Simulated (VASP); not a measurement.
Set up this calculation in VASP 6.6.1, as the native input.

```yaml
Task: single point
Functional: PBE
Potentials_or_basis: VASP PAW PBE potentials, release 64 (Ir)
Cutoff: 520 eV
k_mesh: 23 × 23 × 23
Occupations: fermi-dirac, width 0.05 eV
Spin: collinear spin, ferromagnetic start
Starting_moments: "[1.0] μB"
Dipole_correction: no
Further_INCAR_settings: ALGO = Normal; EDIFF = 1e-06; NBANDS = 14
```

The structure of Ir lies in POSCAR:

```
Ir
1.0
    0.0000000000      1.9357313510      1.9357313510
    1.9357313510      0.0000000000      1.9357313510
    1.9357313510      1.9357313510      0.0000000000
Ir
1
Direct
    0.0000000000      0.0000000000      0.0000000000
```

These files were run (other wordings do the same):

INCAR

```
PREC = Accurate
ENCUT = 520
EDIFF = 1E-6
ISMEAR = -1
SIGMA = 0.05
LREAL = F
LASPH = T
NELM = 150
ALGO = Normal
ISIF = 2
LWAVE = F
LCHARG = F
ISPIN = 2
MAGMOM = 1
LORBIT = 11
LMAXMIX = 4
GGA = PE
NBANDS = 14
```

KPOINTS

```
Automatic mesh
0
Gamma
  23 23 23
```

Potentials or basis: VASP PAW PBE potentials, release 64 (Ir).

The run is started by

```sh
$ cat potpaw_PBE.64/Ir/POTCAR > POTCAR
$ mpirun -np 1 vasp_std > vasp.out
```

Results of the run:

```yaml
Pressure: 0.2 GPa
Net_moment: 0.00 μB per cell
Valence_electrons_inside_the_program's_atomic_spheres: Ir 8.31
```

Wall time 94 s on 1 thread of Intel Xeon 6975P-C, with other jobs on the host, peak memory 0.22 GiB.
